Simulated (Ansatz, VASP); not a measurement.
# Mg2I: VASP beside Ansatz

```
Mg I
1.0
     6.15972    0.00000    0.00000
     0.00000    6.15972    0.00000
     0.00000    0.00000    3.65535
Mg I
2 1
Direct
  0.00000 0.50000 0.00000
  0.50000 0.00000 0.00000
  0.50000 0.50000 0.00000
```

Alike in both runs: functional PBE; k mesh 4 × 4 × 4; occupations gaussian, width 0.1 eV; no spin polarisation.

Ansatz relaxed the structure, and its values are those at the end. VASP's run is a single point on that final structure, the one shown.

```csv
,VASP,Ansatz
version,VASP 6.6.1,Ansatz 0.2.0
potentials or method,"VASP PAW PBE potentials, release 64 (Mg, I), cutoff 520 eV","scalar-relativistic, plane waves, PAW"
valence electrons in the cell,11,37
```

```csv
,VASP,Ansatz,Ansatz less VASP
gap on the k mesh at the Fermi level (eV),none,none,-
pressure (GPa),0.1,0.1,+0.02
```

A gap of «none» marks a metal or a gap that the smearing closes. With one functional, cell and mesh, what is left measures potentials, basis and numerics. VASP's potentials hold 11 valence electrons a cell and Ansatz's 37, so a difference there can come from the potentials and not from the codes.

The k mesh is coarse, so the values compare programs but aren't converged. Neither program's run includes spin-orbit coupling.
